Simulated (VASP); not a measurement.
**Fe: single point with r2SCAN**

Fe:

```
Fe
1.0
     0.00000    1.70627    1.70627
     1.70627    0.00000    1.70627
     1.70627    1.70627    0.00000
Fe
1
Direct
  0.00000 0.00000 0.00000
```

```
Program             : VASP 6.6.1
Task                : single point
Functional          : r2SCAN
Potentials or basis : VASP PAW PBE potentials, release 64 (Fe)
Cutoff              : 660 eV
k mesh              : 8 × 8 × 8
Occupations         : fermi-dirac, width 0.1 eV
Spin                : no spin polarisation
```

| Item | Value |
| --- | --- |
| Pressure | 0.0 GPa |
| Band gap on the k mesh | zero (band 4 reaches 8.38 eV, above the bottom of band 5 at 6.47 eV) |

Levels at points of the mesh, in eV from the Fermi level:
```tsv
k point	band 1	band 2	band 3	band 4	band 5	band 6	band 7	band 8
(0.00, 0.00, 0.00)	-9.47	-1.70	-1.70	-1.70	-0.03	-0.03	24.65	30.83
(0.50, 0.00, 0.00)	-5.20	-1.81	-1.81	0.09	1.12	1.12	9.01	23.15
(0.50, 0.50, 0.00)	-5.34	-4.52	1.08	1.42	1.42	3.43	12.50	17.46
```

It took 16 s on 1 thread of Intel(R) Xeon(R) Platinum 8259CL CPU @ 2.50GHz (Skylake/Cascade Lake), on a shared host, peak memory 0.13 GiB.

Caveat: the k points lie up to 0.40 Å⁻¹ apart; the PAW data sets were made with another functional, which shifts forces and pressure a little; the run has no spin polarisation, though such a crystal can be magnetic. Spin polarisation is off, so any magnetic state and its effect on volume and gap are missing.
